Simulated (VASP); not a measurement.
The system is TaN.

```xyz
2
Lattice="0.0000 2.2113 2.2113 2.2113 0.0000 2.2113 2.2113 2.2113 0.0000" Properties=species:S:1:pos:R:3 pbc="T T T"
Ta    2.2113    2.2113    2.2113
N     0.0000    0.0000    0.0000
```

```yaml
Program: VASP 6.6.1
Task: relaxation of cell and atoms
Functional: PBE
Dispersion: D3(BJ)
Potentials_or_basis: VASP PAW PBE potentials, release 64 (Ta_pv, N)
Cutoff: 600 eV
k_mesh: 10 × 10 × 10
Occupations: fermi-dirac, width 0.05 eV
Spin: no spin polarisation
```

At the start: pressure -7.9 GPa; volume 10.81 Å³/atom.

Task: How do energy, volume and symmetry change on relaxing?

Result: Over 3 steps the energy falls by 6.4 meV/atom and the volume is 10.56 Å³/atom (-2.3 %); space group Fm-3m (No. 225, to 0.1 Å) before and after.

Step by step:
```tsv
step	energy change (eV)	largest force (eV/Å)	pressure (GPa)	volume (Å³)
1	0.0000	0.0000	-7.88	21.63
2	0.0578	0.0000	21.36	20.00
3	-0.0128	0.0000	-0.13	21.13
```

Final structure:
```xyz
2
Lattice="0.0000 2.1942 2.1942 2.1942 0.0000 2.1942 2.1942 2.1942 0.0000" Properties=species:S:1:pos:R:3 pbc="T T T"
Ta    2.1942    2.1942    2.1942
N     0.0000    0.0000    0.0000
```
